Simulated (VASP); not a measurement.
Wanted: the native input for a VASP 6.6.1 run.

```yaml
Task: single point
Functional: LDA
Potentials_or_basis: VASP PAW LDA potentials, release 64 (Na_pv)
Cutoff: 520 eV
k_mesh: 11 × 11 × 11
Occupations: methfessel-paxton, width 0.03 eV
Spin: no spin polarisation
Dipole_correction: no
Further_INCAR_settings: ALGO = Normal; EDIFF = 1e-06; NBANDS = 10
```

The structure of Na lies in POSCAR:

```
Na
1.0
   -2.0287155323      2.0287155323      2.0287155323
    2.0287155323     -2.0287155323      2.0287155323
    2.0287155323      2.0287155323     -2.0287155323
Na
1
Direct
    0.0000000000      0.0000000000      0.0000000000
```

The input as run:

INCAR

```
PREC = Accurate
ENCUT = 520
EDIFF = 1E-6
ISMEAR = 1
SIGMA = 0.03
LREAL = F
LASPH = T
NELM = 100
ALGO = Normal
ISIF = 2
LWAVE = F
LCHARG = F
GGA = CA
NBANDS = 10
```

KPOINTS

```
regular mesh
0
Gamma
  11 11 11
```

Potentials or basis: VASP PAW LDA potentials, release 64 (Na_pv).

Launch:

```console
$ cat potpaw_LDA.64/Na_pv/POTCAR > POTCAR
$ mpirun -np 1 vasp_std > vasp.out
```

It gave:

```
Pressure : -0.1 GPa
```

It took 7.6 s on 1 thread of AMD EPYC 9R45 96-Core Processor (Zen 5), on a shared host, peak memory 0.11 GiB.
